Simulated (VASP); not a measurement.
Wanted: the native input for a VASP 6.6.1 run.

| Property | Result |
| --- | --- |
| Task | single point |
| Functional | PBEsol |
| Potentials or basis | VASP PAW PBE potentials, release 64 (Zr_sv, Si) |
| Cutoff | 520 eV |
| k mesh | 8 × 8 × 8 |
| Occupations | gaussian, width 0.05 eV |
| Spin | no spin polarisation |
| Dipole correction | no |
| Further INCAR settings | ALGO = Normal; EDIFF = 1e-07; NBANDS = 20 |

The structure of ZrSi3 lies in POSCAR:

```
ZrSi3
1.0
    3.9753990048      0.0000000000      0.0000000000
    0.0000000000      3.9753990048      0.0000000000
    0.0000000000      0.0000000000      3.9753990048
Zr Si
1 3
Direct
    0.0000000000      0.0000000000      0.0000000000
    0.0000000000      0.5000000000      0.5000000000
    0.5000000000      0.5000000000      0.0000000000
    0.5000000000      0.0000000000      0.5000000000
```

One way to write it, as run:

INCAR

```
PREC = Accurate ; ENCUT = 520
EDIFF = 1E-7 ; ISMEAR = 0
SIGMA = 0.05 ; LREAL = F
LASPH = T ; NELM = 100
ALGO = Normal ; ISIF = 2
LWAVE = F ; LCHARG = F
GGA = PS ; NBANDS = 20
```

KPOINTS

```
Automatic mesh
0
Gamma
  8 8 8
```

Potentials or basis: VASP PAW PBE potentials, release 64 (Zr_sv, Si).

Run with:

```sh
$ cat potpaw_PBE.64/Zr_sv/POTCAR potpaw_PBE.64/Si/POTCAR > POTCAR
$ mpirun -np 1 vasp_std > vasp.out
```

Results of the run:

```json
{"Pressure": "-2.1 GPa", "Band gap on the k mesh": "zero (bands 12 and 13 overlap by 2.39 eV)"}
```

Caveat: the PAW data sets were made with another functional, which shifts forces and pressure a little.

It took 42 s on 1 thread of Intel Xeon 8259CL, with other jobs on the host, peak memory 0.19 GiB.
